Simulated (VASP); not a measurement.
A run of VASP 6.6.1:

The input POSCAR:

```
Gd
1.0
    0.0000000000      2.5848336017      2.5848336017
    2.5848336017      0.0000000000      2.5848336017
    2.5848336017      2.5848336017      0.0000000000
Gd
1
Direct
    0.0000000000      0.0000000000      0.0000000000
```

File INCAR.step1:

```
PREC = Accurate
ENCUT = 520
ISMEAR = 0
SIGMA = 0.05
LREAL = False
LASPH = True
NELM = 150
ISPIN = 2
MAGMOM = 0.5
LMAXMIX = 6
NBANDS = 19
GGA = PE
ALGO = Normal
EDIFF = 1E-4
LWAVE = True
LCHARG = False
```

INCAR.step2

```
PREC = Accurate
ENCUT = 520
EDIFF = 1E-7
ISMEAR = 0
SIGMA = 0.05
LREAL = False
LASPH = True
NELM = 150
ALGO = Normal
ISIF = 2
LWAVE = False
LCHARG = False
ISPIN = 2
MAGMOM = 0.5
LORBIT = 11
LMAXMIX = 6
METAGGA = R2SCAN
LMIXTAU = True
NBANDS = 19
ISTART = 1
```

Contents of KPOINTS:

```
regular mesh
0
Gamma
  14 14 14
```

Potentials or basis: VASP PAW PBE potentials, release 64 (Gd).

Launch:

```bash
$ cat potpaw_PBE.64/Gd/POTCAR > POTCAR
$ cp INCAR.step1 INCAR
$ mpirun -np 1 vasp_std > vasp.out
$ cp INCAR.step2 INCAR
$ mpirun -np 1 vasp_std > vasp.out
```

Hardware: 1 thread of Oxide Virtual Turin-like Processor, with other jobs on the host.

How long does it take, and how much memory?

It took 23 min on 1 thread of Oxide Virtual Turin-like Processor, with other jobs on the host, peak memory 0.23 GiB. Counts: k points 104.
